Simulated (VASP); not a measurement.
# Na2MoH6 (P4/mmm) in VASP: notebook

Na2MoH6 is run at these levels: PBE; tasks: single point.

Everything below comes from runs of VASP 6.6.1. Logs are shortened: lines on timing, memory, paths and dates and some standing lists are left out, and cuts for length are marked.

**1. The cell of the first run**

The structure is tetragonal, space group P4/mmm (No. 123). The conventional cell has a = 3.428 Å, b = 3.428 Å, c = 8.614 Å, α = 90.00°, β = 90.00°, γ = 90.00°. Na (site symmetry 4mm) has 12 H at 2.41 to 3.12 Å within 3.2 Å. Within 2.3 Å of H (site symmetry mmm) lie 2 Mo at 1.71 Å. H (site symmetry mmm) has 4 Na at 2.41 Å and 8 H at 2.42 to 3.01 Å within 3.2 Å. H (site symmetry 4mm) has 1 Mo at 1.83 Å within 2.4 Å. Mo (site symmetry 4/mmm) has 6 H at 1.71 to 1.83 Å within 2.3 Å.

**2. Single point, PBE (atoms taken out)**

The input, INCAR:

```
SYSTEM = Na2MoH6
  PREC = Accurate
  ENCUT = 520
  EDIFF = 1E-6
  ISMEAR = 0
  SIGMA = 0.1
  LREAL = .FALSE.
  LASPH = .TRUE.
  NELM = 60
  ALGO = Normal
  ISIF = 2
  LWAVE = .FALSE.
  LCHARG = .FALSE.
  GGA = PE
  NBANDS = 27
```

The input, KPOINTS:

```
regular mesh
0
G
  12 12 6
  0 0 0
```

The input, POSCAR:

```
Na2MoH6
1.0
    3.4282282653      0.0000000000      0.0000000000
    0.0000000000      3.4282282653      0.0000000000
    0.0000000000      0.0000000000      8.6140259650
Na H Mo
2 6 1
Direct
    0.5000000000      0.5000000000      0.3025128807
    0.5000000000      0.5000000000      0.6974871193
    0.5000000000      0.0000000000      0.0000000000
    0.5000000000      0.0000000000      0.5000000000
    0.0000000000      0.5000000000      0.0000000000
    0.0000000000      0.5000000000      0.5000000000
    0.0000000000      0.0000000000      0.2125256012
    0.0000000000      0.0000000000      0.7874743988
    0.0000000000      0.0000000000      0.0000000000
```

Potentials or basis: VASP PAW PBE potentials, release 64 (Na_pv, H, Mo_sv).

The run is started by

```console
$ cat potpaw_PBE.64/Na_pv/POTCAR potpaw_PBE.64/H/POTCAR potpaw_PBE.64/Mo_sv/POTCAR > POTCAR
$ mpirun -np 1 vasp_std > vasp.out
```

OUTCAR:

```text
SYSTEM = Na2MoH6
   PREC = Accurate
   ENCUT = 520
   EDIFF = 1E-6
   ISMEAR = 0
   LREAL = .FALSE.
   LASPH = .TRUE.
   NELM = 60
   ISIF = 2
   GGA = PE

 ion  position               nearest neighbor table
   1  0.500  0.500  0.303-
   2  0.500  0.500  0.697-
   3  0.500  0.000  0.000-   9 1.71   9 1.71
   4  0.500  0.000  0.500-
   5  0.000  0.500  0.000-   9 1.71   9 1.71
   6  0.000  0.500  0.500-
   7  0.000  0.000  0.213-   9 1.83
   8  0.000  0.000  0.787-   9 1.83
   9  0.000  0.000  0.000-   3 1.71   5 1.71   5 1.71   3 1.71   7 1.83   8 1.83

  LATTYP: Found a simple tetragonal cell.
 ALAT       =     3.4282282653
 C/A-ratio  =     2.5126757317

  Lattice vectors:

 A1 = (   3.4282282653,   0.0000000000,   0.0000000000)
 A2 = (   0.0000000000,   3.4282282653,   0.0000000000)
 A3 = (   0.0000000000,   0.0000000000,   8.6140259650)

Analysis of symmetry for initial positions (statically):
=====================================================================
 Subroutine PRICEL returns:
 Original cell was already a primitive cell.

 Routine SETGRP: Setting up the symmetry group for a
 simple tetragonal supercell.

 Subroutine GETGRP returns: Found 16 space group operations
 (whereof 16 operations were pure point group operations)
 out of a pool of 16 trial point group operations.

The static configuration has the point symmetry D_4h.

Analysis of symmetry for dynamics (positions and initial velocities):
=====================================================================
 Subroutine PRICEL returns:
 Original cell was already a primitive cell.

 Routine SETGRP: Setting up the symmetry group for a
 simple tetragonal supercell.

 Subroutine GETGRP returns: Found 16 space group operations
 (whereof 16 operations were pure point group operations)
 out of a pool of 16 trial point group operations.

The dynamic configuration has the point symmetry D_4h.

 Subroutine INISYM returns: Found 16 space group operations
 (whereof 16 operations are pure point group operations),
 and found     1 'primitive' translations

----------------------------------------------------------------------------------------

                                     Primitive cell

  volume of cell :     101.2385

  direct lattice vectors                    reciprocal lattice vectors
     3.428228265  0.000000000  0.000000000     0.291695862  0.000000000  0.000000000
     0.000000000  3.428228265  0.000000000     0.000000000  0.291695862  0.000000000
     0.000000000  0.000000000  8.614025965     0.000000000  0.000000000  0.116089736

  length of vectors
     3.428228265  3.428228265  8.614025965     0.291695862  0.291695862  0.116089736

  position of ions in fractional coordinates (direct lattice)
     0.500000000  0.500000000  0.302512881
     0.500000000  0.500000000  0.697487119
     0.500000000  0.000000000  0.000000000
     0.500000000  0.000000000  0.500000000
     0.000000000  0.500000000  0.000000000
     0.000000000  0.500000000  0.500000000
     0.000000000  0.000000000  0.212525601
     0.000000000  0.000000000  0.787474399
     0.000000000  0.000000000  0.000000000

  ion indices of the primitive-cell ions
   primitive index   ion index
                 1           1
                 2           2
                 3           3
                 4           4
                 5           5
                 6           6
                 7           7
                 8           8
                 9           9

----------------------------------------------------------------------------------------

 KPOINTS: regular mesh

Automatic generation of k-mesh.
 Grid dimensions read from file:
 generate k-points for:   12   12    6

 Generating k-lattice:

  Cartesian coordinates                     Fractional coordinates (reciprocal lattice)
     0.024307989  0.000000000  0.000000000     0.083333333  0.000000000  0.000000000
     0.000000000  0.024307989  0.000000000     0.000000000  0.083333333  0.000000000
     0.000000000  0.000000000  0.019348289     0.000000000  0.000000000  0.166666667

  Length of vectors
     0.024307989  0.024307989  0.019348289

  Shift w.r.t. Gamma in fractional coordinates (k-lattice)
     0.000000000  0.000000000  0.000000000

 Subroutine IBZKPT returns following result:
 ===========================================

 Found    112 irreducible k-points:

 Following reciprocal coordinates:
            Coordinates               Weight
  0.000000  0.000000  0.000000      1.000000
  0.083333  0.000000  0.000000      4.000000
  0.166667  0.000000  0.000000      4.000000
  0.250000  0.000000  0.000000      4.000000
  0.333333  0.000000  0.000000      4.000000
  0.416667  0.000000  0.000000      4.000000
[... 16 lines left out ...]
  0.333333  0.333333  0.000000      4.000000
  0.416667  0.333333  0.000000      8.000000
 [... further k-points ...]
   k-points           NKPTS =    112   k-points in BZ     NKDIM =    112   number of bands    NBANDS=     27
   number of dos      NEDOS =    301   number of ions     NIONS =      9
   total plane-waves  NPLWV =  50176
   dimension x,y,z NGX =    28 NGY =   28 NGZ =   64
   dimension x,y,z NGXF=    56 NGYF=   56 NGZF=  128
   ions per type =               2   6   1
   NGX,Y,Z   is equivalent  to a cutoff of  13.58, 13.58, 12.35 a.u.
   NGXF,Y,Z  is equivalent  to a cutoff of  27.16, 27.16, 24.70 a.u.
 SYSTEM =  Na2MoH6
   PREC   = accura    normal or accurate (medium, high low for compatibility)
   ISTART =      0    job   : 0-new  1-cont  2-samecut
   ICHARG =      2    charge: 1-file 2-atom 10-const
   ISPIN  =      1    spin polarized calculation?
   LNONCOLLINEAR =      F non collinear calculations
   LSORBIT =      F    spin-orbit coupling
   LASPH  =      T    aspherical Exc in radial PAW
   ENCUT  =  520.0 eV  38.22 Ry    6.18 a.u.   6.37  6.37 16.02*2*pi/ulx,y,z
   NELM   =     60;   NELMIN=  2; NELMDL= -5     # of ELM steps
   EDIFF  = 0.1E-05   stopping-criterion for ELM
   LREAL  =      F    real-space projection
   EDIFFG = 0.1E-04   stopping-criterion for IOM
   NSW    =      0    number of steps for IOM
   IBRION =     -1    ionic relax: 0-MD 1-quasi-New 2-CG
   NFREE  =      0    steps in history (QN), initial steepest desc. (CG)
   ISIF   =      2    stress and relaxation
   ISYM   =      2    0-nonsym 1-usesym 2-fastsym
   POTIM  = 0.5000    time-step for ionic-motion
   TEBEG  =    0.0;   TEEND  =   0.0 temperature during run
   PSTRESS=    0.0 pullay stress
   NELECT =      34.0000    total number of electrons
   NUPDOWN=      -1.0000    fix difference up-down
   EMIN   =  10.00;   EMAX   =-10.00  energy-range for DOS
   EFERMI =   0.00;   METHOD = LEGACY
   ISMEAR =     0;   SIGMA  =   0.10  broadening in eV -4-tet -1-fermi 0-gaus
   EFERMI_NEDOS =   21; number of points for ismear=-14 and -15
   IALGO  =     38    algorithm
   IMIX   =      4    mixing-type and parameters
     AMIX     =   0.40;   BMIX     =  1.00
     AMIX_MAG =   1.60;   BMIX_MAG =  1.00
  volume/ion in A,a.u.               =      11.25        75.91
  Fermi-wavevector in a.u.,A,eV,Ry     =   1.137940  2.150394 17.618277  1.294907
  Thomas-Fermi vector in A             =   2.274644
   LORBIT       =      0    0 simple, 1 ext, 2 COOP (PROOUT), +10 PAW based schemes
   GGA     = PE    functional components
   LHFCALC =     F    Hartree Fock is set to
   AEXX    =    0.0000 exact exchange contribution
   IVDW    =     0    specifies the selected vdW correction
   LEPSILON=     F    determine dielectric tensor
   LRPA    =     F    only Hartree local field effects (RPA)
 non-spin polarized calculation
 Gauss-broadening in eV      SIGMA  =   0.10
  energy-cutoff  :      520.00
  volume of cell :      101.24
 maximum number of plane-waves:      2748
 NGX is ok and might be reduce to    28
   NGX = 13   NGY = 13   NGZ = 33

 number of electron      34.0000013 magnetization

 Free energy of the ion-electron system (eV)
  ---------------------------------------------------
  ext. energy  EPLUGINS =         0.00000000
  ---------------------------------------------------
  free energy    TOTEN  =       -30.22861065 eV

  energy without entropy =      -30.21326188  energy(sigma->0) =      -30.22093627

 E-fermi :   0.6995     XC(G=0):  -8.6006

 val. band max:        0.6978958796   @ k =   0.3333   0.3333   0.1667
 cond. band min:       0.7012535489   @ k =   0.4167   0.0833   0.5000
 fundamental gap:      0.0033576693
 Fermi energy:         0.6995371005

 k-point     1 :       0.0000    0.0000    0.0000
  band No.  band energies     occupation
      1     -60.1891      2.00000
      2     -34.2851      2.00000
      3     -34.2851      2.00000
      4     -34.1351      2.00000
      5     -21.9615      2.00000
      6     -21.9438      2.00000
[... 19 lines left out ...]
     26      11.0086      0.00000
     27      11.7927      0.00000

 k-point     2 :       0.0833    0.0000    0.0000
  band No.  band energies     occupation
      1     -60.1885      2.00000
      2     -34.2967      2.00000
      3     -34.2845      2.00000
      4     -34.1344      2.00000
      5     -21.9610      2.00000
      6     -21.9471      2.00000
[... 19 lines left out ...]
     26      10.7097      0.00000
     27      11.4335      0.00000

 k-point     3 :       0.1667    0.0000    0.0000
  band No.  band energies     occupation
      1     -60.1868      2.00000
      2     -34.3282      2.00000
      3     -34.2830      2.00000
      4     -34.1326      2.00000
      5     -21.9596      2.00000
      6     -21.9560      2.00000
[... 19 lines left out ...]
     26      10.3192      0.00000
     27      11.2644      0.00000

 k-point     4 :       0.2500    0.0000    0.0000
  band No.  band energies     occupation
      1     -60.1844      2.00000
      2     -34.3710      2.00000
      3     -34.2809      2.00000
      4     -34.1302      2.00000
      5     -21.9683      2.00000
      6     -21.9647      2.00000
[... 19 lines left out ...]
     26      10.8622      0.00000
     27      10.9130      0.00000

 k-point     5 :       0.3333    0.0000    0.0000
  band No.  band energies     occupation
      1     -60.1821      2.00000
      2     -34.4134      2.00000
      3     -34.2788      2.00000
      4     -34.1278      2.00000
      5     -21.9805      2.00000
      6     -21.9763      2.00000
[... 19 lines left out ...]
     26      10.3218      0.00000
     27      11.4540      0.00000

 k-point     6 :       0.4167    0.0000    0.0000
  band No.  band energies     occupation
      1     -60.1803      2.00000
      2     -34.4443      2.00000
      3     -34.2772      2.00000
      4     -34.1260      2.00000
      5     -21.9894      2.00000
      6     -21.9847      2.00000
[... 444 lines left out ...]
      1     -60.1757      2.00000
      2     -34.4391      2.00000
      3     -34.3621      2.00000
      4     -34.1212      2.00000
      5     -21.9858      2.00000
      6     -21.9815      2.00000
[... 19 lines left out ...]
     26       9.0357      0.00000
     27       9.5813      0.00000

 k-point    22 :       0.5000    0.2500    0.0000
  band No.  band energies     occupation
      1     -60.1751      2.00000
      2     -34.4503      2.00000
      3     -34.3615      2.00000
      4     -34.1206      2.00000
      5     -21.9889      2.00000
      6     -21.9845      2.00000
[... 19 lines left out ...]
     26       9.0021      0.00000
     27       9.3712      0.00000

 k-point    23 :       0.3333    0.3333    0.0000
  band No.  band energies     occupation
      1     -60.1751      2.00000
      2     -34.4064      2.00000
      3     -34.4055      2.00000
      4     -34.1206      2.00000
      5     -21.9763      2.00000
      6     -21.9749      2.00000
[... 19 lines left out ...]
     26       8.9993      0.00000
     27       9.3252      0.00000

 k-point    24 :       0.4167    0.3333    0.0000
  band No.  band energies     occupation
      1     -60.1734      2.00000
      2     -34.4365      2.00000
      3     -34.4041      2.00000
      4     -34.1189      2.00000
      5     -21.9840      2.00000
      6     -21.9799      2.00000
[... 19 lines left out ...]
     26       8.4495      0.00000
     27       8.7723      0.00000

 [... further k-points ...]

------------------------ aborting loop because EDIFF is reached ----------------------------------------

  FORCE on cell =-STRESS in cart. coord.  units (eV):
  Direction    XX          YY          ZZ          XY          YZ          ZX
  --------------------------------------------------------------------------------------
  -------------------------------------------------------------------------------------
  Total       -0.0556193     -0.0556193     -0.0235966      0.0000000      0.0000000      0.0000000
  in kB       -0.8802182     -0.8802182     -0.3734343      0.0000000      0.0000000      0.0000000
  external PRESSURE =      -0.7112902 kB  Pullay stress =       0.0000000 kB

 VOLUME and BASIS-vectors are now :
 -----------------------------------------------------------------------------
  energy-cutoff  :      520.00
  volume of cell :      101.24
      direct lattice vectors                 reciprocal lattice vectors
     3.428228265  0.000000000  0.000000000     0.291695862  0.000000000  0.000000000
     0.000000000  3.428228265  0.000000000     0.000000000  0.291695862  0.000000000
     0.000000000  0.000000000  8.614025965     0.000000000  0.000000000  0.116089736

 POSITION                                       TOTAL-FORCE (eV/Angst)
 -----------------------------------------------------------------------------------
      1.71411      1.71411      2.60585        -0.000000      0.000000      0.000253
      1.71411      1.71411      6.00817         0.000000      0.000000     -0.000253
      1.71411      0.00000      0.00000         0.000000     -0.000000      0.000000
      1.71411      0.00000      4.30701         0.000000     -0.000000      0.000000
      0.00000      1.71411      0.00000         0.000000     -0.000000      0.000000
      0.00000      1.71411      4.30701         0.000000     -0.000000      0.000000
      0.00000      0.00000      1.83070         0.000000     -0.000000      0.013285
      0.00000      0.00000      6.78332         0.000000     -0.000000     -0.013285
      0.00000      0.00000      0.00000         0.000000     -0.000000      0.000000
 -----------------------------------------------------------------------------------
    total drift:                                0.000000      0.000000      0.000000

  FREE ENERGIE OF THE ION-ELECTRON SYSTEM (eV)
  ---------------------------------------------------
  free  energy   TOTEN  =       -30.2286106480 eV

  energy  without entropy=      -30.2132618836  energy(sigma->0) =      -30.22093627
```

Run time: 1.9 min. Hardware: 1 thread of AMD EPYC 9R45 (Zen 5), shared host; peak memory 0.37 GiB.

Results:

```yaml
Free_energy: -30.2286 eV
Pressure: -0.1 GPa
Largest_force: 0.013 eV/Å
Band_gap_on_the_k_mesh: zero (bands 17 and 18 overlap by 1.45 eV)
```

Forces on the atoms (eV/Å):
```
Na   0.000  0.000  0.000
Na   0.000  0.000  0.000
H    0.000  0.000  0.000
H    0.000  0.000  0.000
H    0.000  0.000  0.000
H    0.000  0.000  0.000
H    0.000  0.000  0.013
H    0.000  0.000 -0.013
Mo   0.000  0.000  0.000
```

Caveat: the cell differs from its parent crystal (atoms taken out).

**3. Single point, PBE, collinear spin (atoms taken out)**

The input, INCAR:

```
SYSTEM = Na2MoH6
  PREC = Accurate
  ENCUT = 520
  EDIFF = 1E-6
  ISMEAR = 0
  SIGMA = 0.1
  LREAL = .False.
  LASPH = .True.
  NELM = 150
  ALGO = Normal
  ISIF = 2
  LWAVE = .False.
  LCHARG = .False.
  ISPIN = 2
  MAGMOM = 0 0 0 0 0 0 0 0 1
  LORBIT = 11
  LMAXMIX = 4
  GGA = PE
  NBANDS = 31
```

The input, KPOINTS:

```
Automatic mesh
0
Gamma
  6 6 2
  0 0 0
```

The input, POSCAR:

```
Na2MoH6
1.0
    3.4358624860      0.0000000000      0.0000000000
    0.0000000000      3.4358624860      0.0000000000
    0.0000000000      0.0000000000      8.6059739960
Na H Mo
2 6 1
Direct
    0.5000000000      0.5000000000      0.2983213025
    0.5000000000      0.5000000000      0.7016786975
    0.5000000000      0.0000000000      0.0000000000
    0.5000000000      0.0000000000      0.5000000000
    0.0000000000      0.5000000000      0.0000000000
    0.0000000000      0.5000000000      0.5000000000
    0.0000000000      0.0000000000      0.2126984802
    0.0000000000      0.0000000000      0.7873015198
    0.0000000000      0.0000000000      0.0000000000
```

Potentials or basis: VASP PAW PBE potentials, release 64 (Na_pv, H, Mo_sv).

The run is started by

```console
$ cat potpaw_PBE.64/Na_pv/POTCAR potpaw_PBE.64/H/POTCAR potpaw_PBE.64/Mo_sv/POTCAR > POTCAR
$ mpirun -np 1 vasp_std > vasp.out
```

Wall time 71 s (1 thread of AMD EPYC 9R45 (Zen 5), shared host); peak memory 0.27 GiB.

It converged, with:

- Free energy: -30.2044 eV
- Pressure: 0.2 GPa
- Largest force: 0.047 eV/Å
- Net moment: 0.67 μB per cell
- Site moments: Na -0.00; H -0.00, +0.00 (each value once); Mo +0.59 μB
- Valence electrons inside the program's atomic spheres: Na 6.03; H 0.63, 0.43, 0.54 (each value once); Mo 12.33

Forces in eV/Å, atoms in the order of the input:
```
Na   0.000  0.000  0.047
Na   0.000  0.000 -0.047
H    0.000  0.000  0.000
H    0.000  0.000  0.000
H    0.000  0.000  0.000
H    0.000  0.000  0.000
H    0.000  0.000  0.038
H    0.000  0.000 -0.038
Mo   0.000  0.000  0.000
```

Stress tensor (GPa, compression positive):
```
 0.31  0.00  0.00
 0.00  0.31  0.00
 0.00  0.00 -0.07
```

Levels at points of the mesh, in eV from the Fermi level:
Spin up:
```tsv
k point	band 15	band 16	band 17	band 18	band 19	band 20
(0.00, 0.00, 0.00)	-3.17	0.45	0.45	0.54	2.12	5.00
(0.50, 0.00, 0.00)	-1.62	-1.36	-1.34	-0.43	0.59	1.70
(0.50, 0.50, 0.00)	-1.09	-0.89	-0.89	-0.64	-0.64	0.88
(0.00, 0.00, 0.50)	-2.22	0.45	0.45	0.54	2.12	3.19
(0.50, 0.00, 0.50)	-1.83	-1.11	-0.72	-0.43	0.59	1.64
(0.50, 0.50, 0.50)	-1.15	-0.97	-0.97	-0.55	-0.55	0.88
```
Spin down:
```csv
k point,band 14,band 15,band 16,band 17,band 18,band 19
"(0.00, 0.00, 0.00)",-3.36,-3.17,0.78,0.78,1.66,2.13
"(0.50, 0.00, 0.00)",-1.95,-1.61,-1.34,-1.09,0.62,0.92
"(0.50, 0.50, 0.00)",-1.42,-1.11,-0.63,-0.63,-0.62,-0.62
"(0.00, 0.00, 0.50)",-4.39,-2.23,0.78,0.78,1.66,2.13
"(0.50, 0.00, 0.50)",-2.47,-1.78,-0.90,-0.72,0.62,0.92
"(0.50, 0.50, 0.50)",-1.42,-1.16,-0.80,-0.80,-0.44,-0.44
```

Caveat: the k points lie up to 0.37 Å⁻¹ apart; the cell differs from its parent crystal (atoms taken out).
